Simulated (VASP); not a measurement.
Write the native input for VASP 6.6.1 that does the following.

```
Task                   : single point
Functional             : PBEsol
Potentials or basis    : VASP PAW PBE potentials, release 64 (Ta_pv, C)
Cutoff                 : 520 eV
k mesh                 : 14 × 14 × 4
Occupations            : gaussian, width 0.15 eV
Spin                   : no spin polarisation
Dipole correction      : no
Further INCAR settings : ALGO = Normal; EDIFF = 1e-07; NBANDS = 37
```

The structure of Ta4C3 lies in POSCAR:

```
Ta4C3
1.0
   -3.1032734570      0.0000000000      0.0000000000
   -1.5516367285     -2.6875136487      0.0000000000
    0.0000000000      0.8958378829     10.1645109918
Ta C
4 3
Direct
    0.2786888969      0.3733722062      0.1893666186
    0.1531441998      0.6244616004      0.9426348013
   -0.1394340481      0.2096180962      0.6981042887
    0.5681762811      0.7943974378      0.4524423133
    0.2140782474      0.5025935053      0.5770305159
    0.9673664624      0.9960170753      0.0573012258
   -0.0768950444      0.0845400888      0.3228702664
```

One way to write it, as run:

INCAR

```
ALGO = Normal
EDIFF = 1E-7
ENCUT = 520
GGA = PS
ISIF = 2
ISMEAR = 0
LASPH = True
LCHARG = False
LREAL = False
LWAVE = False
NBANDS = 37
NELM = 60
PREC = Accurate
SIGMA = 0.15
```

KPOINTS

```
k-points
0
Gamma
  14 14 4
```

Potentials or basis: VASP PAW PBE potentials, release 64 (Ta_pv, C).

Command:

```sh
$ cat potpaw_PBE.64/Ta_pv/POTCAR potpaw_PBE.64/C/POTCAR > POTCAR
$ mpirun -np 1 vasp_std > vasp.out
```

Results of the run:

The pressure is 34.8 GPa. The largest force is 35.796 eV/Å and the band gap on the k mesh is zero (band 28 reaches 7.47 eV, above the bottom of band 29 at 6.91 eV).

Caveat: the PAW data sets were made with another functional, which shifts forces and pressure a little; spin-orbit coupling is left out, which moves the levels of the heavy elements.

Wall time 15 min on 1 thread of Oxide Virtual Turin-like Processor, with other jobs on the host, peak memory 0.56 GiB.
